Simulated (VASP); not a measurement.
# NaSe7 (Fm-3m) in VASP: notebook, part 2 of 2

VASP 6.6.1.

## (4) Single point, PBE

This run uses another cell than the first one, of 20.73 Å³/atom.

Contents of INCAR:

```
PREC = Accurate
ENCUT = 520
EDIFF = 1E-6
ISMEAR = 0
SIGMA = 0.1
LREAL = F
LASPH = T
NELM = 100
ALGO = Normal
ISIF = 2
LWAVE = F
LCHARG = T
GGA = PE
LELF = T
LVHAR = T
NBANDS = 34
```

Contents of KPOINTS:

```
Automatic mesh
0
Gamma
  4 4 4
```

Contents of POSCAR:

```
NaSe7
1.0
    0.0000000000      4.3606892661      4.3606892661
    4.3606892661      0.0000000000      4.3606892661
    4.3606892661      4.3606892661      0.0000000000
Na Se
1 7
Direct
    0.0000000000      0.0000000000      0.0000000000
    0.5000000000      0.0000000000      0.0000000000
    0.0000000000      0.5000000000      0.5000000000
    0.0000000000      0.5000000000      0.0000000000
    0.5000000000      0.0000000000      0.5000000000
    0.0000000000      0.0000000000      0.5000000000
    0.5000000000      0.5000000000      0.0000000000
    0.5000000000      0.5000000000      0.5000000000
```

Potentials or basis: VASP PAW PBE potentials, release 64 (Na_pv, Se).

Started as:

```
$ cat potpaw_PBE.64/Na_pv/POTCAR potpaw_PBE.64/Se/POTCAR > POTCAR
$ mpirun -np 1 vasp_std > vasp.out
```

OUTCAR:

```text
PREC = Accurate
   ENCUT = 520
   EDIFF = 1E-6
   ISMEAR = 0
   LREAL = F
   LASPH = T
   NELM = 100
   ISIF = 2
   GGA = PE

 ion  position               nearest neighbor table
   1  0.000  0.000  0.000-
   2  0.500  0.000  0.000-
   3  0.000  0.500  0.500-
   4  0.000  0.500  0.000-
   5  0.500  0.000  0.500-
   6  0.000  0.000  0.500-
   7  0.500  0.500  0.000-
   8  0.500  0.500  0.500-

  LATTYP: Found a face centered cubic cell.
 ALAT       =     8.7213785322

  Lattice vectors:

 A1 = (   0.0000000000,   4.3606892661,   4.3606892661)
 A2 = (   4.3606892661,   0.0000000000,   4.3606892661)
 A3 = (   4.3606892661,   4.3606892661,   0.0000000000)

Analysis of symmetry for initial positions (statically):
=====================================================================
 Subroutine PRICEL returns:
 Original cell was already a primitive cell.
[... 165 lines left out ...]

 E-fermi :   4.8028     XC(G=0): -10.1899

 val. band max:        4.7611596583   @ k =   0.0000   0.0000   0.0000
 cond. band min:       4.8796162395   @ k =  -0.2500   0.2500   0.0000
 fundamental gap:      0.1184565812
 Fermi energy:         4.8028089763

 k-point     1 :       0.0000    0.0000    0.0000
  band No.  band energies     occupation
      1     -18.9750      2.00000
      2     -18.9750      2.00000
      3     -18.9750      2.00000
      4     -10.8375      2.00000
      5      -8.0645      2.00000
      6      -8.0645      2.00000
[... 285 lines left out ...]
     33      11.2198      0.00000
     34      11.3868      0.00000

------------------------ aborting loop because EDIFF is reached ----------------------------------------

  FORCE on cell =-STRESS in cart. coord.  units (eV):
  Direction    XX          YY          ZZ          XY          YZ          ZX
  --------------------------------------------------------------------------------------
  -------------------------------------------------------------------------------------
  Total       -0.0009660     -0.0009660     -0.0009660      0.0000000      0.0000000      0.0000000
  in kB       -0.0093327     -0.0093327     -0.0093327      0.0000000      0.0000000      0.0000000
  external PRESSURE =      -0.0093327 kB  Pullay stress =       0.0000000 kB

 VOLUME and BASIS-vectors are now :
 -----------------------------------------------------------------------------
  energy-cutoff  :      520.00
  volume of cell :      165.84
      direct lattice vectors                 reciprocal lattice vectors
     0.000000000  4.360689266  4.360689266    -0.114660773  0.114660773  0.114660773
     4.360689266  0.000000000  4.360689266     0.114660773 -0.114660773  0.114660773
     4.360689266  4.360689266  0.000000000     0.114660773  0.114660773 -0.114660773

 POSITION                                       TOTAL-FORCE (eV/Angst)
 -----------------------------------------------------------------------------------
      0.00000      0.00000      0.00000         0.000000     -0.000000     -0.000000
      0.00000      2.18034      2.18034         0.000000     -0.000000      0.000000
      4.36069      2.18034      2.18034        -0.000000     -0.000000     -0.000000
      2.18034      0.00000      2.18034         0.000000     -0.000000     -0.000000
      2.18034      4.36069      2.18034        -0.000000     -0.000000     -0.000000
      2.18034      2.18034      0.00000        -0.000000      0.000000      0.000000
      2.18034      2.18034      4.36069        -0.000000      0.000000     -0.000000
      4.36069      4.36069      4.36069         0.000000      0.000000     -0.000000
 -----------------------------------------------------------------------------------
    total drift:                                0.000000      0.000000      0.000000

  FREE ENERGIE OF THE ION-ELECTRON SYSTEM (eV)
  ---------------------------------------------------
  free  energy   TOTEN  =       -23.0129050096 eV

  energy  without entropy=      -22.9804145058  energy(sigma->0) =      -22.99665976
```

OSZICAR:

```text
N       E                     dE             d eps       ncg     rms          rms(c)
DAV:   1     0.330643213322E+03    0.33064E+03   -0.20449E+04   568   0.131E+03
DAV:   2     0.125119925258E+02   -0.31813E+03   -0.30099E+03   624   0.270E+02
DAV:   3    -0.219375163328E+02   -0.34450E+02   -0.32509E+02   674   0.923E+01
DAV:   4    -0.230909528555E+02   -0.11534E+01   -0.11161E+01   598   0.165E+01
DAV:   5    -0.231101104609E+02   -0.19158E-01   -0.19119E-01   622   0.230E+00    0.756E+00
DAV:   6    -0.230298953073E+02    0.80215E-01   -0.11167E-01   606   0.139E+00    0.438E+00
DAV:   7    -0.230183039608E+02    0.11591E-01   -0.88230E-02   614   0.137E+00    0.103E+00
DAV:   8    -0.230134500543E+02    0.48539E-02   -0.21917E-02   620   0.645E-01    0.242E-01
DAV:   9    -0.230129613900E+02    0.48866E-03   -0.54112E-03   614   0.308E-01    0.699E-02
DAV:  10    -0.230129044867E+02    0.56903E-04   -0.23043E-04   616   0.695E-02    0.406E-02
DAV:  11    -0.230129053326E+02   -0.84591E-06   -0.76189E-05   622   0.410E-02    0.676E-03
DAV:  12    -0.230129050096E+02    0.32301E-06   -0.39280E-06   604   0.115E-02
   1 F= -.23012905E+02 E0= -.22996660E+02  d E =-.324905E-01
```

It took 74 s on 1 thread of AMD EPYC 7R43 (Zen 3), shared host; peak memory 0.28 GiB.

What came out:

```yaml
Free_energy: -23.0129 eV
Pressure: 0.0 GPa
Band_gap_on_the_k_mesh: zero (an odd number of electrons rules out a gap without spin polarisation)
```

Levels at points of the mesh, in eV from the Fermi level:
```csv
k point,band 20,band 21,band 22,band 23,band 24,band 25,band 26,band 27,band 28,band 29
"(0.00, 0.00, 0.00)",-0.86,-0.04,-0.04,-0.04,1.60,1.60,1.65,1.65,1.65,2.11
"(0.50, 0.00, 0.00)",-1.93,-1.93,-1.82,-1.82,0.12,0.20,0.20,0.23,1.24,1.24
"(0.50, 0.50, 0.00)",-2.30,-2.30,-2.27,-2.16,-2.07,-1.70,0.61,0.61,1.04,1.04
```

## (5) Relaxation of cell and atoms, PBE

This run uses another cell than the first one, of 26.28 Å³/atom.

Contents of INCAR:

```
SYSTEM = NaSe7
PREC = Accurate
ENCUT = 600
EDIFF = 1E-6
ISMEAR = 0
SIGMA = 0.1
LREAL = .FALSE.
LASPH = .TRUE.
NELM = 100
ALGO = Normal
ISIF = 3
LWAVE = .FALSE.
LCHARG = .FALSE.
GGA = PE
IBRION = 2
NSW = 90
EDIFFG = -0.04
```

Contents of KPOINTS:

```
Automatic mesh
0
G
  4 4 4
  0 0 0
```

POSCAR: that of step 4 with these lines changed.

```diff
@@ -2,5 +2,5 @@
 1.0
-    0.0000000000      4.3606892661      4.3606892661
-    4.3606892661      0.0000000000      4.3606892661
-    4.3606892661      4.3606892661      0.0000000000
+    0.0000000000      4.7193435400      4.7193435400
+    4.7193435400      0.0000000000      4.7193435400
+    4.7193435400      4.7193435400      0.0000000000
 Na Se
```

Started as:

```
$ cat potpaw_PBE.64/Na_pv/POTCAR potpaw_PBE.64/Se/POTCAR > POTCAR
$ mpirun -np 1 vasp_std > vasp.out
```

Run time: 5.1 min. Hardware: 1 thread of AMD EPYC 7R43 (Zen 3), shared host; peak memory 0.38 GiB.

Results (log left out):

| Item | Value |
| --- | --- |
| Free energy | -23.0157 eV |
| Relaxed volume | 20.78 Å³/atom |
| Relaxed cell | a = 6.172 Å, b = 6.172 Å, c = 6.172 Å, α = 60.00°, β = 60.00°, γ = 60.00° |
| Space group after relaxing (to 0.1 Å) | Fm-3m (No. 225) |
| Energy gained by relaxing | 176.4 meV/atom |
| Ionic steps | 3 |
| Pressure after relaxing | -0.2 GPa |
| Band gap on the k mesh | zero (an odd number of electrons rules out a gap without spin polarisation) |

Step by step:
| step | energy change (eV) | largest force (eV/Å) | pressure (GPa) | volume (Å³) |
| --- | --- | --- | --- | --- |
| 1 | 0.0000 | 0.0000 | -8.07 | 210.22 |
| 2 | -1.3652 | 0.0000 | -2.15 | 172.45 |
| 3 | -1.4109 | 0.0000 | -0.15 | 166.26 |

Final structure:
```yaml
crystal:
  lattice:
    - [0.00000, 4.36439, 4.36439]
    - [4.36439, 0.00000, 4.36439]
    - [4.36439, 4.36439, 0.00000]
  atoms:
    - { symbol: Na, position: [0.00000, 0.00000, 0.00000] }
    - { symbol: Se, position: [0.50000, 0.00000, 0.00000] }
    - { symbol: Se, position: [0.00000, 0.50000, 0.50000] }
    - { symbol: Se, position: [0.00000, 0.50000, 0.00000] }
    - { symbol: Se, position: [0.50000, 0.00000, 0.50000] }
    - { symbol: Se, position: [0.00000, 0.00000, 0.50000] }
    - { symbol: Se, position: [0.50000, 0.50000, 0.00000] }
    - { symbol: Se, position: [0.50000, 0.50000, 0.50000] }
```

Levels at points of the mesh, in eV from the Fermi level:
| k point | band 20 | band 21 | band 22 | band 23 | band 24 | band 25 | band 26 | band 27 | band 28 | band 29 |
| --- | --- | --- | --- | --- | --- | --- | --- | --- | --- | --- |
| (0.00, 0.00, 0.00) | -0.85 | -0.04 | -0.04 | -0.04 | 1.59 | 1.59 | 1.64 | 1.64 | 1.64 | 2.52 |
| (0.50, 0.00, 0.00) | -1.93 | -1.93 | -1.82 | -1.82 | 0.12 | 0.20 | 0.20 | 0.22 | 1.24 | 1.24 |
| (0.50, 0.50, 0.00) | -2.29 | -2.29 | -2.26 | -2.15 | -2.07 | -1.70 | 0.61 | 0.61 | 1.04 | 1.04 |

Caveat: the volume moved by over 15 % at a fixed basis, so the end points are rough.

## (6) Summary

```tsv
task	cell	k mesh	cutoff (eV)	gap on the mesh (eV)	pressure (GPa)	relaxed volume (Å³/atom)
single point	a = 6.186 Å, angles 60.0°, 8 atoms	8 × 8 × 8	520	none	0.0	-
relaxation of cell and atoms	relaxed from a = 6.167 Å, angles 60.0°, 8 atoms	8 × 8 × 8	600	none	-0.1	20.95
single point	a = 6.167 Å, angles 60.0°, 8 atoms	4 × 4 × 4	520	none	0.0	-
relaxation of cell and atoms	relaxed from a = 6.674 Å, angles 60.0°, 8 atoms	4 × 4 × 4	600	none	-0.2	20.78
```

Alike in all rows: level PBE; potentials or basis VASP PAW PBE potentials, release 64 (Na_pv, Se); no spin polarisation; smearing gaussian 0.1 eV.

Caveats: the volume moved by over 15 % at a fixed basis, so the end points are rough (at least some runs).

Absolute energies hang on the potentials; compare differences alone.
